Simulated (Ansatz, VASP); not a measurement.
**One calculation of Sn4SeS3, two programs**

```xyz
8
Lattice="4.1760 0.0000 0.0000 0.0000 4.1760 0.0000 0.0000 0.0000 11.8067" Properties=species:S:1:pos:R:3 pbc="T T T"
Sn    0.0000    0.0000    0.0000
Sn    2.0880    2.0880    3.0138
Sn    0.0000    0.0000    5.9033
Sn    2.0880    2.0880    8.7929
Se    2.0880    2.0880    0.0000
S     0.0000    0.0000    2.9738
S     2.0880    2.0880    5.9033
S     0.0000    0.0000    8.8329
```

Alike in both runs: functional PBE; k mesh 8 × 8 × 4; occupations gaussian, width 0.02 eV; no spin polarisation.

Ansatz relaxed the structure, and its values are those at the end. VASP's run is a single point on that final structure, the one shown.

|  | VASP | Ansatz |
| --- | --- | --- |
| version | VASP 6.6.1 | Ansatz 0.2.0 |
| potentials or method | VASP PAW PBE potentials, release 64 (Sn_d, Se, S), cutoff 520 eV | scalar-relativistic, plane waves, PAW |
| valence electrons in the cell | 80 | 90 |

```tsv
	VASP	Ansatz	Ansatz less VASP
gap on the k mesh at the Fermi level (eV)	0.13	0.13	0.000
least direct gap on the mesh (eV)	0.13	0.13	0.000
pressure (GPa)	0.0	0.0	+0.04
```

VASP's potentials hold 80 valence electrons a cell and Ansatz's 90, so a difference there can come from the potentials and not from the codes.
